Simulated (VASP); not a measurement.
Runs of VASP 6.6.1 on Sb. The structure is that of space group R-3m (No. 166), or close to it. The cells are those of the table. 

| cell | gap on the mesh (eV) | pressure (GPa) |
| --- | --- | --- |
| a = 3.249 Å, angles 75.7°, 1 atom | none | (a) |
| a = 3.184 Å, angles 82.7°, 1 atom | none | -5.2 |
| a = 3.178 Å, angles 95.9°, 1 atom | none | -5.3 |
| a = 3.323 Å, angles 105.7°, 1 atom | none | -7.7 |
| a = 3.164 Å, angles 87.0°, 1 atom | none | -4.9 |
| a = 3.164 Å, angles 92.7°, 1 atom | none | -4.9 |
| a = 3.380 Å, angles 67.3°, 1 atom | none | (b) |
| a = 3.236 Å, angles 101.4°, 1 atom | none | -6.6 |

Alike in all rows: task single point; level PBEsol; potentials or basis VASP PAW PBE potentials, release 64 (Sb); no spin polarisation; k mesh 16 × 16 × 16; cutoff (eV) 520; smearing gaussian 0.15 eV.

Q: Fill in the values left out.

A: (a) -6.3; (b) -7.6.

Caveats: the PAW data sets were made with another functional, which shifts forces and pressure a little; spin-orbit coupling is left out, which moves the levels of the heavy elements.

A k mesh can miss the band edges, and the runs leave out spin-orbit coupling on Sb.

A gap of «none» marks levels without a gap at the run's occupations.
